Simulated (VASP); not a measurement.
A run of VASP 6.6.1 is set up as follows.

INCAR

```
ALGO = Normal ; EDIFF = 1E-6
EDIFFG = -0.05 ; ENCUT = 600
GGA = PE ; IBRION = 2
ISIF = 3 ; ISMEAR = 0
LASPH = True ; LCHARG = False
LREAL = False ; LWAVE = False
NELM = 60 ; NSW = 80
PREC = Accurate ; PSTRESS = 133.0
SIGMA = 0.1
```

The input KPOINTS:

```
k-points
0
Gamma
  8 8 8
```

POSCAR

```
Ge
1.0
   -2.4538459942      2.4538459942      1.3910610919
    2.4538459942     -2.4538459942      1.3910610919
    2.4538459942      2.4538459942     -1.3910610919
Ge
2
Direct
    0.2500000000      0.7500000000      0.5000000000
    0.5000000000      0.5000000000      0.0000000000
```

Potentials or basis: VASP PAW PBE potentials, release 64 (Ge_d).

Launch:

```bash
$ cat potpaw_PBE.64/Ge_d/POTCAR > POTCAR
$ mpirun -np 1 vasp_std > vasp.out
```

Question: Predict the band gap on the k mesh.

Answer: Zero (bands 14 and 15 overlap by 5.24 eV).

Final structure:
```yaml
crystal:
  lattice:
    - [-2.45385, 2.45385, 1.39106]
    - [2.45385, -2.45385, 1.39106]
    - [2.45385, 2.45385, -1.39106]
  atoms:
    - { symbol: Ge, position: [0.25000, 0.75000, 0.50000] }
    - { symbol: Ge, position: [0.50000, 0.50000, 0.00000] }
```

Caveat: the cell is relaxed towards a set pressure, so the run minimises the enthalpy, not the energy.
